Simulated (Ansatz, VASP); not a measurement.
**I: VASP beside Ansatz**

```xyz
4
Lattice="3.8791 -2.3131 0.0000 3.8791 2.3131 0.0000 0.0000 0.0000 9.8639" Properties=species:S:1:pos:R:3 pbc="T T T"
I     3.8791   -1.5938    8.6793
I     3.8791    0.7193    6.1165
I     3.8791    1.5938    1.1846
I     3.8791   -0.7193    3.7474
```

Alike in both runs: functional r2SCAN; k mesh 8 × 8 × 4; occupations gaussian, width 0.02 eV; no spin polarisation.

Ansatz relaxed the structure, and its values are those at the end. VASP's run is a single point on that final structure, the one shown.

|  | VASP | Ansatz |
| --- | --- | --- |
| version | VASP 6.6.1 | Ansatz 0.2.0 |
| potentials or method | VASP PAW PBE potentials, release 64 (I), cutoff 520 eV | scalar-relativistic, plane waves, PAW |
| valence electrons in the cell | 28 | 68 |

Ansatz gave:

```
gap on the k mesh at the Fermi level (eV) : 1.23
least direct gap on the mesh (eV)         : 1.31
pressure (GPa)                            : 0.0
rms of the force components (eV/Å)        : 0.002
```

Task: Estimate VASP's values.

Result: gap on the k mesh at the Fermi level (eV): 1.22; least direct gap on the mesh (eV): 1.30; pressure (GPa): -0.1; rms of the force components (eV/Å): 0.004.

VASP's potentials were made for PBE, not for r2SCAN. VASP's potentials hold 28 valence electrons a cell and Ansatz's 68, so a difference there can come from the potentials and not from the codes.

Spin-orbit coupling is off throughout.
